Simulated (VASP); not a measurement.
# SrCu2S2 in VASP: notebook

Runs on SrCu2S2. Level: r2SCAN. Tasks: single point.

All numbers are computed with VASP 6.6.1; they aren't measurements. Logs are shortened: lines on timing, memory, paths and dates and some standing lists are left out, and cuts for length are marked.

## 1. The cell of the first run

The typed cell holds 5 atoms: a = 3.996 Å, b = 3.996 Å, c = 6.616 Å, α = 90.00°, β = 90.00°, γ = 60.00°.

## 2. Single point, r2SCAN

The input, POSCAR:

```
SrCu2S2
1.0
    1.9982014600      3.4609861300      0.0000000000
   -1.9982014600      3.4609861300      0.0000000000
    0.0000000000      0.0000000000      6.6163798000
Cu Sr S
2 1 2
Direct
    0.3333000000      0.3334000000      0.3764900000
    0.6667000000      0.6666000000      0.6235100000
    0.0000000000      0.0000000000      0.0000000000
    0.3333000000      0.3334000000      0.7463000000
    0.6667000000      0.6666000000      0.2537000000
```

The input, INCAR.step1:

```
SYSTEM = SrCu2S2
PREC = Accurate ; ENCUT = 520
ISMEAR = -1 ; SIGMA = 0.1
LREAL = .FALSE. ; LASPH = .TRUE.
NELM = 80 ; NBANDS = 30
GGA = PE ; ALGO = Normal
EDIFF = 1E-4 ; LWAVE = .TRUE.
LCHARG = .FALSE.
```

The input, INCAR.step2:

```
SYSTEM = SrCu2S2
PREC = Accurate ; ENCUT = 520
EDIFF = 1E-7 ; ISMEAR = -1
SIGMA = 0.1 ; LREAL = .FALSE.
LASPH = .TRUE. ; NELM = 80
ALGO = Normal ; ISIF = 2
LWAVE = .FALSE. ; LCHARG = .TRUE.
METAGGA = R2SCAN ; LMIXTAU = .TRUE.
LELF = .TRUE. ; LVHAR = .TRUE.
NBANDS = 30 ; ISTART = 1
```

The input, KPOINTS:

```
regular mesh
0
G
  5 5 3
  0 0 0
```

Potentials or basis: VASP PAW PBE potentials, release 64 (Cu, Sr_sv, S).

Run with:

```console
> cat potpaw_PBE.64/Cu/POTCAR potpaw_PBE.64/Sr_sv/POTCAR potpaw_PBE.64/S/POTCAR > POTCAR
> cp INCAR.step1 INCAR
> mpirun -np 1 vasp_std > vasp.out
> cp INCAR.step2 INCAR
> mpirun -np 1 vasp_std > vasp.out
```

OUTCAR:

```text
SYSTEM = SrCu2S2
   PREC = Accurate
   ENCUT = 520
   EDIFF = 1E-7
   ISMEAR = -1
   LREAL = .FALSE.
   LASPH = .TRUE.
   NELM = 80
   ISIF = 2
   METAGGA = R2SCAN
   ISTART = 1

 ion  position               nearest neighbor table
   1  0.333  0.333  0.376-   5 2.45   5 2.45   5 2.45   4 2.45   3 3.40   3 3.40   3 3.40
   2  0.667  0.667  0.624-   4 2.45   4 2.45   4 2.45   5 2.45   3 3.40   3 3.40   3 3.40
   3  0.000  0.000  0.000-   5 2.85   4 2.85   5 2.85   4 2.85   5 2.85   4 2.85   2 3.40   1 3.40
                             2 3.40   1 3.40   1 3.40   2 3.40
   4  0.333  0.333  0.746-   2 2.45   2 2.45   2 2.45   1 2.45   3 2.85   3 2.85   3 2.85
   5  0.667  0.667  0.254-   1 2.45   1 2.45   1 2.45   2 2.45   3 2.85   3 2.85   3 2.85

  LATTYP: Found a hexagonal cell.
 ALAT       =     3.9964026407
 C/A-ratio  =     1.6555838825

  Lattice vectors:

 A1 = (   1.9982014600,  -3.4609861300,   0.0000000000)
 A2 = (   1.9982014600,   3.4609861300,   0.0000000000)
 A3 = (   0.0000000000,   0.0000000000,   6.6163798000)

Analysis of symmetry for initial positions (statically):
=====================================================================
 Subroutine PRICEL returns:
 Original cell was already a primitive cell.

 Routine SETGRP: Setting up the symmetry group for a
 hexagonal supercell.

 Subroutine GETGRP returns: Found  4 space group operations
 (whereof  4 operations were pure point group operations)
 out of a pool of 24 trial point group operations.

The static configuration has the point symmetry C_2h.

Analysis of symmetry for dynamics (positions and initial velocities):
=====================================================================
 Subroutine PRICEL returns:
 Original cell was already a primitive cell.

 Routine SETGRP: Setting up the symmetry group for a
 hexagonal supercell.

 Subroutine GETGRP returns: Found  4 space group operations
 (whereof  4 operations were pure point group operations)
 out of a pool of 24 trial point group operations.

The dynamic configuration has the point symmetry C_2h.

 Subroutine INISYM returns: Found  4 space group operations
 (whereof  4 operations are pure point group operations),
 and found     1 'primitive' translations

----------------------------------------------------------------------------------------

                                     Primitive cell

  volume of cell :      91.5144

  direct lattice vectors                    reciprocal lattice vectors
     1.998201460  3.460986130  0.000000000     0.250225020  0.144467496  0.000000000
    -1.998201460  3.460986130  0.000000000    -0.250225020  0.144467496  0.000000000
     0.000000000  0.000000000  6.616379800     0.000000000  0.000000000  0.151140054

  length of vectors
[... 94 lines left out ...]
   ISYM   =      2    0-nonsym 1-usesym 2-fastsym
   POTIM  = 0.5000    time-step for ionic-motion
   TEBEG  =    0.0;   TEEND  =   0.0 temperature during run
   PSTRESS=    0.0 pullay stress
   NELECT =      44.0000    total number of electrons
   NUPDOWN=      -1.0000    fix difference up-down
   EMIN   =  10.00;   EMAX   =-10.00  energy-range for DOS
   EFERMI =   0.00;   METHOD = LEGACY
   ISMEAR =    -1;   SIGMA  =   0.10  broadening in eV -4-tet -1-fermi 0-gaus
   EFERMI_NEDOS =   21; number of points for ismear=-14 and -15
   IALGO  =     38    algorithm
   IMIX   =      4    mixing-type and parameters
     AMIX     =   0.40;   BMIX     =  1.00
     AMIX_MAG =   1.60;   BMIX_MAG =  1.00
  volume/ion in A,a.u.               =      18.30       123.51
  Fermi-wavevector in a.u.,A,eV,Ry     =   1.282515  2.423602 22.379480  1.644845
  Thomas-Fermi vector in A             =   2.414822
   LORBIT       =      0    0 simple, 1 ext, 2 COOP (PROOUT), +10 PAW based schemes
   METAGGA = R2SCAN    functional components
   LHFCALC =     F    Hartree Fock is set to
   AEXX    =    0.0000 exact exchange contribution
   IVDW    =     0    specifies the selected vdW correction
   LEPSILON=     F    determine dielectric tensor
   LRPA    =     F    only Hartree local field effects (RPA)
 non-spin polarized calculation
  energy-cutoff  :      520.00
  volume of cell :       91.51
 maximum number of plane-waves:      2515
 NGX is ok and might be reduce to    30
   NGX = 15   NGY = 15   NGZ = 25

 number of electron      44.0000026 magnetization

 Free energy of the ion-electron system (eV)
  ---------------------------------------------------
  ext. energy  EPLUGINS =         0.00000000
  ---------------------------------------------------
  free energy    TOTEN  =       -58.01426900 eV

  energy without entropy =      -58.01422612  energy(sigma->0) =      -58.01424756

 E-fermi :   5.9333     XC(G=0): -10.9640

 val. band max:        5.0808279297   @ k =   0.0000   0.0000   0.0000
 cond. band min:       6.6431147144   @ k =   0.0000   0.0000   0.0000
 fundamental gap:      1.5622867847
 Fermi energy:         5.9332873281

 k-point     1 :       0.0000    0.0000    0.0000
  band No.  band energies     occupation
      1     -30.7237      2.00000
      2     -12.5842      2.00000
      3     -12.1068      2.00000
      4     -12.1068      2.00000
      5      -9.1745      2.00000
      6      -7.9891      2.00000
[... 781 lines left out ...]
     29      12.1637      0.00000
     30      13.0540      0.00000

------------------------ aborting loop because EDIFF is reached ----------------------------------------

  FORCE on cell =-STRESS in cart. coord.  units (eV):
  Direction    XX          YY          ZZ          XY          YZ          ZX
  --------------------------------------------------------------------------------------
  -------------------------------------------------------------------------------------
  Total        0.6526753      0.6509345      0.7382522     -0.0015074      0.0008062     -0.0013966
  in kB       11.4266304     11.3961548     12.9248587     -0.0263908      0.0141147     -0.0244513
  external PRESSURE =      11.9158813 kB  Pullay stress =       0.0000000 kB

 VOLUME and BASIS-vectors are now :
 -----------------------------------------------------------------------------
  energy-cutoff  :      520.00
  volume of cell :       91.51
      direct lattice vectors                 reciprocal lattice vectors
     1.998201460  3.460986130  0.000000000     0.250225020  0.144467496  0.000000000
    -1.998201460  3.460986130  0.000000000    -0.250225020  0.144467496  0.000000000
     0.000000000  0.000000000  6.616379800     0.000000000  0.000000000  0.151140054

 POSITION                                       TOTAL-FORCE (eV/Angst)
 -----------------------------------------------------------------------------------
     -0.00020      2.30744      2.49100         0.000640     -0.000370      0.145172
      0.00020      4.61453      4.12538        -0.000640      0.000370     -0.145172
      0.00000      0.00000      0.00000         0.000000     -0.000000      0.000000
     -0.00020      2.30744      4.93780         0.001269     -0.000733     -1.264971
      0.00020      4.61453      1.67858        -0.001269      0.000733      1.264971
 -----------------------------------------------------------------------------------
    total drift:                               -0.000000      0.000000      0.000000

  FREE ENERGIE OF THE ION-ELECTRON SYSTEM (eV)
  ---------------------------------------------------
  free  energy   TOTEN  =       -58.0142689991 eV

  energy  without entropy=      -58.0142261228  energy(sigma->0) =      -58.01424756
```

OUTCAR.step1:

```text
SYSTEM = SrCu2S2
   PREC = Accurate
   ENCUT = 520
   ISMEAR = -1
   LREAL = .FALSE.
   LASPH = .TRUE.
[... 1023 lines left out ...]
      0.00000      0.00000      0.00000        -0.000000      0.000000      0.000000
     -0.00020      2.30744      4.93780         0.001356     -0.000783     -1.119198
      0.00020      4.61453      1.67858        -0.001356      0.000783      1.119198
 -----------------------------------------------------------------------------------
    total drift:                               -0.000000      0.000000      0.000000

  FREE ENERGIE OF THE ION-ELECTRON SYSTEM (eV)
  ---------------------------------------------------
  free  energy   TOTEN  =       -21.7644908936 eV

  energy  without entropy=      -21.7641699263  energy(sigma->0) =      -21.76433041
```

Run time: 11 min. Hardware: 1 thread of Intel Xeon 8259CL, shared host; peak memory 0.25 GiB.

Results:

```
Free energy            : -58.0143 eV
Pressure               : 1.2 GPa
Largest force          : 1.265 eV/Å
Band gap on the k mesh : 1.56 eV
```

Forces in eV/Å, atoms in the order of the input:
```
Cu   0.001  0.000  0.145
Cu  -0.001  0.000 -0.145
Sr   0.000  0.000  0.000
S    0.001 -0.001 -1.265
S   -0.001  0.001  1.265
```

Stress tensor (GPa, compression positive):
```
1.14 0.00 0.00
0.00 1.14 0.00
0.00 0.00 1.29
```

Caveat: the PAW data sets were made with another functional, which shifts forces and pressure a little.

## 3. Single point, r2SCAN

POSCAR is that of step 2.

The input, INCAR.step1:

```
SYSTEM = SrCu2S2
  ALGO = Normal
  EDIFF = 1E-4
  ENCUT = 520
  GGA = PE
  ISMEAR = -1
  LASPH = .True.
  LCHARG = .False.
  LREAL = .False.
  LWAVE = .True.
  NBANDS = 30
  NELM = 60
  PREC = Accurate
  SIGMA = 0.1
```

The input, INCAR.step2:

```
SYSTEM = SrCu2S2
  ALGO = Normal
  EDIFF = 1E-6
  ENCUT = 520
  ISIF = 2
  ISMEAR = -1
  ISTART = 1
  LASPH = .True.
  LCHARG = .False.
  LMIXTAU = .True.
  LREAL = .False.
  LWAVE = .False.
  METAGGA = R2SCAN
  NBANDS = 30
  NELM = 60
  PREC = Accurate
  SIGMA = 0.1
```

The input, KPOINTS:

```
k-points
0
Gamma
  6 6 4
  0 0 0
```

Potentials or basis: VASP PAW PBE potentials, release 64 (Cu, Sr_sv, S).

Run with:

```console
> cat potpaw_PBE.64/Cu/POTCAR potpaw_PBE.64/Sr_sv/POTCAR potpaw_PBE.64/S/POTCAR > POTCAR
> cp INCAR.step1 INCAR
> mpirun -np 1 vasp_std > vasp.out
> cp INCAR.step2 INCAR
> mpirun -np 1 vasp_std > vasp.out
```

Wall time 16 min (1 thread of Intel Xeon 8259CL, shared host); peak memory 0.3 GiB.

It converged, with:

* Free energy: -58.0181 eV
* Pressure: 1.2 GPa
* Largest force: 1.266 eV/Å
* Band gap on the k mesh: 1.56 eV

Forces on the atoms (eV/Å):
```
Cu   0.001  0.000  0.143
Cu  -0.001  0.000 -0.143
Sr   0.000  0.000  0.000
S    0.001 -0.001 -1.266
S   -0.001  0.001  1.266
```

Stress tensor (GPa, compression positive):
```
1.13 0.00 0.00
0.00 1.12 0.00
0.00 0.00 1.30
```

Levels at points of the mesh, in eV from the valence-band top:
| k point | band 19 | band 20 | band 21 | band 22 | band 23 | band 24 | band 25 | band 26 |
| --- | --- | --- | --- | --- | --- | --- | --- | --- |
| (0.00, 0.00, 0.00) | -0.63 | -0.21 | 0.00 | 0.00 | 1.56 | 2.73 | 3.36 | 4.06 |
| (0.50, 0.00, 0.00) | -1.48 | -1.44 | -1.34 | -0.62 | 2.33 | 3.93 | 4.62 | 6.36 |
| (0.00, 0.50, 0.00) | -1.48 | -1.44 | -1.34 | -0.62 | 2.33 | 3.93 | 4.62 | 6.36 |
| (0.00, 0.00, 0.50) | -0.58 | -0.58 | -0.27 | -0.27 | 2.39 | 2.91 | 4.07 | 4.07 |
| (0.50, 0.00, 0.50) | -1.50 | -1.47 | -0.74 | -0.39 | 2.29 | 3.47 | 3.66 | 4.87 |
| (0.00, 0.50, 0.50) | -1.50 | -1.47 | -0.74 | -0.39 | 2.29 | 3.47 | 3.66 | 4.87 |

Caveat: the PAW data sets were made with another functional, which shifts forces and pressure a little.
